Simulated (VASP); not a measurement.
# TiCo (Pm-3m) in VASP: notebook

The runs below take TiCo through single point, relaxation of cell and atoms, with PBEsol.

Everything below comes from runs of VASP 6.6.1. Logs are shortened: lines on timing, memory, paths and dates and some standing lists are left out, and cuts for length are marked.

### Step 1. The cell of the first run

The structure is cubic, space group Pm-3m (No. 221). Conventional cell: a = 3.033 Å, b = 3.033 Å, c = 3.033 Å, α = 90.00°, β = 90.00°, γ = 90.00°. Ti (site symmetry m-3m) has 8 Co at 2.63 Å and 6 Ti at 3.03 Å within 3.5 Å. Within 3.5 Å of Co (site symmetry m-3m) lie 8 Ti at 2.63 Å and 6 Co at 3.03 Å.

### Step 2. Single point, PBEsol, collinear spin, ferromagnetic start (volume scaled by 1.10)

Contents of INCAR:

```
SYSTEM = TiCo
PREC = Accurate
ENCUT = 520
EDIFF = 1E-6
ISMEAR = 0
SIGMA = 0.1
LREAL = .False.
LASPH = .True.
NELM = 150
ALGO = Fast
ISIF = 2
LWAVE = .False.
LCHARG = .False.
ISPIN = 2
MAGMOM = 0 0.75
LORBIT = 11
LMAXMIX = 4
GGA = PS
NBANDS = 22
```

Contents of KPOINTS:

```
Automatic mesh
0
Gamma
  14 14 14
  0 0 0
```

Contents of POSCAR:

```
TiCo
1.0
    3.0333627620      0.0000000000      0.0000000000
    0.0000000000      3.0333627620      0.0000000000
    0.0000000000      0.0000000000      3.0333627620
Ti Co
1 1
Direct
    0.0000000000      0.0000000000      0.0000000000
    0.5000000000      0.5000000000      0.5000000000
```

Potentials or basis: VASP PAW PBE potentials, release 64 (Ti_sv, Co).

Launch:

```console
$ cat potpaw_PBE.64/Ti_sv/POTCAR potpaw_PBE.64/Co/POTCAR > POTCAR
$ mpirun -np 1 vasp_std > vasp.out
```

OUTCAR:

```text
SYSTEM = TiCo
   PREC = Accurate
   ENCUT = 520
   EDIFF = 1E-6
   ISMEAR = 0
   LREAL = .False.
   LASPH = .True.
   NELM = 150
   ISIF = 2
   ISPIN = 2
   LORBIT = 11
   GGA = PS

 ion  position               nearest neighbor table
   1  0.000  0.000  0.000-   2 2.63   2 2.63   2 2.63   2 2.63   2 2.63   2 2.63   2 2.63   2 2.63

   2  0.500  0.500  0.500-   1 2.63   1 2.63   1 2.63   1 2.63   1 2.63   1 2.63   1 2.63   1 2.63

  LATTYP: Found a simple cubic cell.
 ALAT       =     3.0333627620

  Lattice vectors:

 A1 = (   3.0333627620,   0.0000000000,   0.0000000000)
 A2 = (   0.0000000000,   3.0333627620,   0.0000000000)
 A3 = (   0.0000000000,   0.0000000000,   3.0333627620)

Analysis of symmetry for initial positions (statically):
=====================================================================
 Subroutine PRICEL returns:
 Original cell was already a primitive cell.

 Routine SETGRP: Setting up the symmetry group for a
 simple cubic supercell.

 Subroutine GETGRP returns: Found 48 space group operations
 (whereof 48 operations were pure point group operations)
 out of a pool of 48 trial point group operations.

The static configuration has the point symmetry O_h .

Analysis of symmetry for dynamics (positions and initial velocities):
=====================================================================
 Subroutine PRICEL returns:
 Original cell was already a primitive cell.

 Routine SETGRP: Setting up the symmetry group for a
 simple cubic supercell.

 Subroutine GETGRP returns: Found 48 space group operations
 (whereof 48 operations were pure point group operations)
 out of a pool of 48 trial point group operations.

The dynamic configuration has the point symmetry O_h .

Analysis of structural, dynamic, and magnetic symmetry:
=====================================================================
 Subroutine PRICEL returns:
 Original cell was already a primitive cell.

 Routine SETGRP: Setting up the symmetry group for a
 simple cubic supercell.

 Subroutine GETGRP returns: Found 48 space group operations
 (whereof 48 operations were pure point group operations)
 out of a pool of 48 trial point group operations.

The overall configuration has the point symmetry O_h .

 Subroutine INISYM returns: Found 48 space group operations
 (whereof 48 operations are pure point group operations),
 and found     1 'primitive' translations

----------------------------------------------------------------------------------------

                                     Primitive cell

  volume of cell :      27.9108

[... 108 lines left out ...]
     AMIX_MAG =   1.60;   BMIX_MAG =  1.00
  volume/ion in A,a.u.               =      13.96        94.18
  Fermi-wavevector in a.u.,A,eV,Ry     =   1.488985  2.813773 30.165144  2.217076
  Thomas-Fermi vector in A             =   2.601950
   LORBIT       =     11    0 simple, 1 ext, 2 COOP (PROOUT), +10 PAW based schemes
   GGA     = PS    functional components
   LHFCALC =     F    Hartree Fock is set to
   AEXX    =    0.0000 exact exchange contribution
   IVDW    =     0    specifies the selected vdW correction
   LEPSILON=     F    determine dielectric tensor
   LRPA    =     F    only Hartree local field effects (RPA)
 spin polarized calculation
 RMM-DIIS sequential band-by-band and
 Gauss-broadening in eV      SIGMA  =   0.10
  energy-cutoff  :      520.00
  volume of cell :       27.91
 maximum number of plane-waves:       768
 NGX is ok and might be reduce to    24
   NGX = 11   NGY = 11   NGZ = 11

 number of electron      21.0000004 magnetization       0.8874950

 Free energy of the ion-electron system (eV)
  ---------------------------------------------------
  ext. energy  EPLUGINS =         0.00000000
  ---------------------------------------------------
  free energy    TOTEN  =       -16.78106879 eV

  energy without entropy =      -16.77060195  energy(sigma->0) =      -16.77583537

 E-fermi :   9.1573     XC(G=0): -12.4815

 val. band max:        9.1505113892   @ k =   0.3571   0.3571   0.0714
 cond. band min:       9.1593472033   @ k =   0.5000   0.5000   0.0000
 fundamental gap:      0.0088358141
 Fermi energy:         9.1573003656

 spin component 1

 k-point     1 :       0.0000    0.0000    0.0000
  band No.  band energies     occupation
      1     -47.8031      1.00000
      2     -24.0063      1.00000
      3     -24.0063      1.00000
      4     -24.0063      1.00000
      5       1.6652      1.00000
      6       5.2257      1.00000
[... 589 lines left out ...]
     21      26.7359      0.00000
     22      28.0179      0.00000

 [... further k-points ...]

 spin component 2

 k-point     1 :       0.0000    0.0000    0.0000
  band No.  band energies     occupation
      1     -47.8318      1.00000
      2     -24.0368      1.00000
      3     -24.0368      1.00000
      4     -24.0368      1.00000
      5       1.6735      1.00000
      6       5.8895      1.00000
[... 589 lines left out ...]
     21      26.6709      0.00000
     22      28.0959      0.00000

 [... further k-points ...]
[... 5 lines left out ...]
  --------------------------------------------------------------------------------------
  -------------------------------------------------------------------------------------
  Total       -2.4626637     -2.4626637     -2.4626637     -0.0000000     -0.0000000      0.0000000
  in kB     -141.3652397   -141.3652397   -141.3652397     -0.0000000     -0.0000000      0.0000000
  external PRESSURE =    -141.3652397 kB  Pullay stress =       0.0000000 kB

 VOLUME and BASIS-vectors are now :
 -----------------------------------------------------------------------------
  energy-cutoff  :      520.00
  volume of cell :       27.91
      direct lattice vectors                 reciprocal lattice vectors
     3.033362762  0.000000000  0.000000000     0.329667131  0.000000000  0.000000000
     0.000000000  3.033362762  0.000000000     0.000000000  0.329667131  0.000000000
     0.000000000  0.000000000  3.033362762     0.000000000  0.000000000  0.329667131

 POSITION                                       TOTAL-FORCE (eV/Angst)
 -----------------------------------------------------------------------------------
      0.00000      0.00000      0.00000         0.000000      0.000000      0.000000
      1.51668      1.51668      1.51668         0.000000      0.000000      0.000000
 -----------------------------------------------------------------------------------
    total drift:                                0.000000      0.000000     -0.000000

  FREE ENERGIE OF THE ION-ELECTRON SYSTEM (eV)
  ---------------------------------------------------
  free  energy   TOTEN  =       -16.7810687906 eV

  energy  without entropy=      -16.7706019538  energy(sigma->0) =      -16.77583537

 total charge

# of ion       s       p       d       tot
------------------------------------------
    1        2.238   6.165   1.820  10.224
    2        0.508   0.431   7.274   8.212
--------------------------------------------------
tot          2.746   6.596   9.094  18.436

 magnetization (x)

# of ion       s       p       d       tot
------------------------------------------
    1       -0.003  -0.012  -0.034  -0.049
    2        0.028  -0.003   0.960   0.985
--------------------------------------------------
tot          0.025  -0.015   0.926   0.937
```

stdout:

```text
POSCAR found type information on POSCAR TiCo
 POSCAR found :  2 types and       2 ions
 scaLAPACK will be used
 -----------------------------------------------------------------------------
|                                                                             |
|                                                                             |
|     You enforced a specific xc type in the INCAR file but a different       |
|     I HOPE YOU KNOW WHAT YOU ARE DOING!                                     |
|                                                                             |
 -----------------------------------------------------------------------------

 LDA part: xc-table for (Slater+PW92), standard interpolation
 POSCAR, INCAR and KPOINTS ok, starting setup
 FFT: planning ... GRIDC
 FFT: planning ... GRID_SOFT
 FFT: planning ... GRID
 WAVECAR not read
 entering main loop
WARNING in EDDRMM: call to ZHEGV failed, returncode =   8  4      9
```

It took 64 s on 1 thread of Intel Xeon 6975P-C (Granite Rapids), shared host; peak memory 0.23 GiB.

What came out:

- Free energy: -16.7811 eV
- Pressure: -14.1 GPa
- Net moment: 0.89 μB per cell
- Site moments: Ti -0.05; Co +0.98 μB
- Valence electrons inside the program's atomic spheres: Ti 10.22; Co 8.21

Caveat: the cell differs from its parent crystal (volume scaled by 1.10); the PAW data sets were made with another functional, which shifts forces and pressure a little.

### Step 3. Single point, PBEsol, collinear spin, ferromagnetic start

This run uses another cell than the first one, of 12.69 Å³/atom, 0.909 times its volume.

Contents of INCAR:

```
SYSTEM = TiCo
PREC     = Accurate       ! precision mode
ENCUT    = 520            ! plane-wave cutoff, eV
EDIFF    = 1E-7           ! SCF threshold, eV
ISMEAR   = 0              ! smearing method
SIGMA    = 0.15           ! smearing width, eV
LREAL    = .False.        ! projectors in reciprocal space
LASPH    = .True.         ! aspherical terms in the spheres
NELM     = 150            ! most SCF steps
ALGO     = Fast           ! electronic algorithm
ISIF     = 2              ! what is computed and relaxed
LWAVE    = .False.        ! write WAVECAR
LCHARG   = .True.         ! write CHGCAR
ISPIN    = 2              ! spin polarisation
MAGMOM   = 0 0.75         ! initial moments
LORBIT   = 11             ! projections on sites
LMAXMIX  = 4              ! l up to which the mixer works
GGA      = PS             ! functional
LELF     = .True.         ! ELF
LVHAR    = .True.       
NBANDS   = 22             ! bands
```

Contents of KPOINTS:

```
regular mesh
0
Gamma
  12 12 12
  0 0 0
```

Contents of POSCAR:

```
TiCo
1.0
    2.9385073288      0.0000000000      0.0000000000
    0.0000000000      2.9385073288      0.0000000000
    0.0000000000      0.0000000000      2.9385073288
Ti Co
1 1
Direct
    0.0000000000      0.0000000000      0.0000000000
    0.5000000000      0.5000000000      0.5000000000
```

Potentials or basis: VASP PAW PBE potentials, release 64 (Ti_sv, Co).

Launch:

```console
$ cat potpaw_PBE.64/Ti_sv/POTCAR potpaw_PBE.64/Co/POTCAR > POTCAR
$ mpirun -np 1 vasp_std > vasp.out
```

Run time: 86 s. Hardware: 1 thread of Intel Xeon Platinum 8488C (Sapphire Rapids), shared host; peak memory 0.2 GiB.

It converged, with:

```
Free energy                                           : -16.9137 eV
Pressure                                              : -0.3 GPa
Net moment                                            : 0.65 μB per cell
Site moments                                          : Ti -0.00; Co +0.68 μB
Valence electrons inside the program's atomic spheres : Ti 10.36; Co 8.38
```

Levels at points of the mesh, in eV from the Fermi level:
Spin up:
```csv
k point,band 9,band 10,band 11,band 12,band 13,band 14
"(0.00, 0.00, 0.00)",-1.82,-1.82,0.60,0.60,2.86,2.86
"(0.50, 0.00, 0.00)",-1.92,-1.42,-0.84,-0.33,0.67,0.67
"(0.50, 0.50, 0.00)",-1.23,-0.57,0.69,0.69,1.20,2.65
"(0.50, 0.50, 0.50)",-2.25,-2.25,-1.20,-1.20,3.36,3.36
```
Spin down:
```
           k point  band 6  band 7  band 8  band 9  band 10  band 11  band 12  band 13  band 14  band 15
(0.00, 0.00, 0.00)   -3.85   -3.85   -1.40   -1.40    -1.40     0.99     0.99     2.95     2.95     2.95
(0.50, 0.00, 0.00)   -3.91   -2.19   -1.47   -1.47    -0.93    -0.89     0.48     0.68     0.68     2.37
(0.50, 0.50, 0.00)   -3.88   -2.44   -2.44   -0.22     0.15     0.71     0.71     1.35     2.82     2.82
(0.50, 0.50, 0.50)   -2.41   -2.41   -2.23   -2.23    -2.23    -0.19    -0.19     3.34     3.34     7.54
```

Caveat: the PAW data sets were made with another functional, which shifts forces and pressure a little.

### Step 4. Single point, PBEsol, collinear spin, ferromagnetic start

This run uses another cell than the first one, of 12.69 Å³/atom, 0.909 times its volume.

Contents of INCAR:

```
SYSTEM = TiCo
  PREC = Accurate
  ENCUT = 520
  EDIFF = 1E-6
  ISMEAR = 0
  SIGMA = 0.1
  LREAL = .False.
  LASPH = .True.
  NELM = 150
  ALGO = Fast
  ISIF = 2
  LWAVE = .False.
  LCHARG = .False.
  ISPIN = 2
  MAGMOM = 0 0.27
  LORBIT = 11
  LMAXMIX = 4
  GGA = PS
  NBANDS = 22
```

Contents of KPOINTS:

```
Automatic mesh
0
Gamma
  14 14 14
  0 0 0
```

POSCAR is that of step 3.

Launch:

```console
$ cat potpaw_PBE.64/Ti_sv/POTCAR potpaw_PBE.64/Co/POTCAR > POTCAR
$ mpirun -np 1 vasp_std > vasp.out
```

Wall time 1.7 min (1 thread of Intel Xeon Platinum 8488C (Sapphire Rapids), shared host); peak memory 0.23 GiB.

The run converged. Its results:

| Item | Value |
| --- | --- |
| Free energy | -16.9067 eV |
| Pressure | -0.6 GPa |
| Net moment | 0.58 μB per cell |
| Site moments | Ti -0.01; Co +0.61 μB |
| Valence electrons inside the program's atomic spheres | Ti 10.36; Co 8.38 |

Levels at points of the mesh, in eV from the Fermi level:
Spin up:
```csv
k point,band 7,band 8,band 9,band 10,band 11,band 12,band 13,band 14,band 15,band 16
"(0.00, 0.00, 0.00)",-4.28,-1.80,-1.80,-1.80,0.60,0.60,2.85,2.85,2.85,9.24
"(0.50, 0.00, 0.00)",-2.97,-1.90,-1.90,-1.39,-0.86,-0.29,0.65,0.65,2.34,4.10
"(0.50, 0.50, 0.00)",-2.77,-2.77,-1.18,-0.55,0.68,0.68,1.20,2.65,2.65,3.27
"(0.50, 0.50, 0.50)",-2.78,-2.26,-2.26,-2.26,-1.15,-1.15,3.35,3.35,7.32,8.70
```
Spin down:
```tsv
k point	band 6	band 7	band 8	band 9	band 10	band 11	band 12	band 13	band 14	band 15
(0.00, 0.00, 0.00)	-3.88	-3.88	-1.42	-1.42	-1.42	0.96	0.96	2.93	2.93	2.93
(0.50, 0.00, 0.00)	-3.92	-2.24	-1.49	-1.49	-0.96	-0.91	0.43	0.67	0.67	2.35
(0.50, 0.50, 0.00)	-3.91	-2.46	-2.46	-0.27	0.11	0.69	0.69	1.33	2.79	2.79
(0.50, 0.50, 0.50)	-2.44	-2.44	-2.24	-2.24	-2.24	-0.24	-0.24	3.32	3.32	7.51
```

Caveat: the PAW data sets were made with another functional, which shifts forces and pressure a little.

### Step 5. Relaxation of cell and atoms, PBEsol, collinear spin, ferromagnetic start

This run uses another cell than the first one, of 12.63 Å³/atom, 0.905 times its volume.

Contents of INCAR:

```
SYSTEM = TiCo
PREC = Accurate
ENCUT = 600
EDIFF = 1E-6
ISMEAR = 0
SIGMA = 0.1
LREAL = .FALSE.
LASPH = .TRUE.
NELM = 150
ALGO = Fast
ISIF = 3
LWAVE = .FALSE.
LCHARG = .FALSE.
ISPIN = 2
MAGMOM = 0 0.27
LORBIT = 11
LMAXMIX = 4
GGA = PS
IBRION = 2
NSW = 100
EDIFFG = -0.005
```

Contents of KPOINTS:

```
regular mesh
0
G
  14 14 14
  0 0 0
```

Contents of POSCAR:

```
TiCo
1.0
    2.9337615290      0.0000000000      0.0000000000
    0.0000000000      2.9337615290      0.0000000000
    0.0000000000      0.0000000000      2.9337615290
Ti Co
1 1
Direct
    0.0000000000      0.0000000000      0.0000000000
    0.5000000000      0.5000000000      0.5000000000
```

Launch:

```console
$ cat potpaw_PBE.64/Ti_sv/POTCAR potpaw_PBE.64/Co/POTCAR > POTCAR
$ mpirun -np 1 vasp_std > vasp.out
```

Run time: 3.4 min. Hardware: 1 thread of Intel Xeon Platinum 8488C (Sapphire Rapids), shared host; peak memory 0.22 GiB.

Results (log left out):

```
Free energy                                           : -16.9066 eV
Relaxed volume                                        : 12.63 Å³/atom
Relaxed cell                                          : a = 2.934 Å, b = 2.934 Å, c = 2.934 Å, α = 90.00°, β = 90.00°, γ = 90.00°
Space group after relaxing (to 0.05 Å)                : Pm-3m (No. 221)
Energy gained by relaxing                             : 0.0 meV/atom
Ionic steps                                           : 5
Pressure after relaxing                               : 0.0 GPa
Net moment                                            : 0.56 μB per cell
Site moments                                          : Ti -0.01; Co +0.59 μB
Valence electrons inside the program's atomic spheres : Ti 10.37; Co 8.39
```

Final structure:
```xyz
2
Lattice="2.9342 0.0000 0.0000 0.0000 2.9342 0.0000 0.0000 0.0000 2.9342" Properties=species:S:1:pos:R:3 pbc="T T T"
Ti    0.0000    0.0000    0.0000
Co    1.4671    1.4671    1.4671
```

Levels at points of the mesh, in eV from the Fermi level:
Spin up:
| k point | band 9 | band 10 | band 11 | band 12 | band 13 | band 14 |
| --- | --- | --- | --- | --- | --- | --- |
| (0.00, 0.00, 0.00) | -1.81 | -1.81 | 0.61 | 0.61 | 2.87 | 2.87 |
| (0.50, 0.00, 0.00) | -1.90 | -1.39 | -0.87 | -0.28 | 0.65 | 0.65 |
| (0.50, 0.50, 0.00) | -1.17 | -0.54 | 0.69 | 0.69 | 1.20 | 2.67 |
| (0.50, 0.50, 0.50) | -2.27 | -2.27 | -1.14 | -1.14 | 3.37 | 3.37 |
Spin down:
```csv
k point,band 6,band 7,band 8,band 9,band 10,band 11,band 12,band 13,band 14
"(0.00, 0.00, 0.00)",-3.91,-3.91,-1.43,-1.43,-1.43,0.96,0.96,2.94,2.94
"(0.50, 0.00, 0.00)",-3.93,-2.26,-1.50,-1.50,-0.96,-0.92,0.43,0.67,0.67
"(0.50, 0.50, 0.00)",-3.92,-2.48,-2.48,-0.28,0.11,0.70,0.70,1.33,2.81
"(0.50, 0.50, 0.50)",-2.45,-2.45,-2.26,-2.26,-2.26,-0.25,-0.25,3.34,3.34
```

Caveat: the PAW data sets were made with another functional, which shifts forces and pressure a little.

(Continued in part 2 of 2.)
